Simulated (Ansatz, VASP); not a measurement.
## One calculation of Mo, two programs

INCAR

```
  PREC = Accurate
  ENCUT = 520
  EDIFF = 1E-7
  ISMEAR = 0
  SIGMA = 0.05
  LREAL = False
  LASPH = True
  NELM = 60
  ALGO = Normal
  ISIF = 2
  LWAVE = False
  LCHARG = False
  GGA = PE
  NBANDS = 13
```

File KPOINTS:

```
regular mesh
0
Gamma
  8 8 8
```

Contents of POSCAR:

```
Mo
1.0
   -1.5816602142      1.5816602142      1.5816602142
    1.5816602142     -1.5816602142      1.5816602142
    1.5816602142      1.5816602142     -1.5816602142
Mo
1
Direct
    0.0000000000      0.0000000000      0.0000000000
```

Input for Ansatz:

```yaml
crystal:
  lattice:
    - [-1.5816602142, 1.5816602142, 1.5816602142]
    - [1.5816602142, -1.5816602142, 1.5816602142]
    - [1.5816602142, 1.5816602142, -1.5816602142]
  atoms:
    - { symbol: Mo, position: [0.0, 0.0, 0.0] }
basis:
  ecutwfc: 420
  ecutrho_ratio: 4
kpoints:
  mp_grid: { grid: [8, 8, 8] }
hamiltonian:
  xc: pbe
scf:
  occupations: { method: gaussian, width: 0.05 }
output:
  forces: true
  stress: true
  eigenvalues: true
```

Alike in both runs: task single point; functional PBE; k mesh 8 × 8 × 8; occupations gaussian, width 0.05 eV; no spin polarisation.

|  | VASP | Ansatz |
| --- | --- | --- |
| version | VASP 6.6.1 | Ansatz 0.2.0 |
| potentials or method | VASP PAW PBE potentials, release 64 (Mo_sv), cutoff 520 eV | scalar-relativistic, plane waves, PAW |
| valence electrons in the cell | 14 | 14 |

Ansatz gave:

- gap on the k mesh at the Fermi level (eV): none
- pressure (GPa): 0.0

Q: Which values does VASP return?

A: gap on the k mesh at the Fermi level (eV): none; pressure (GPa): 0.5.

A gap of «none» marks a metal or a gap that the smearing closes.
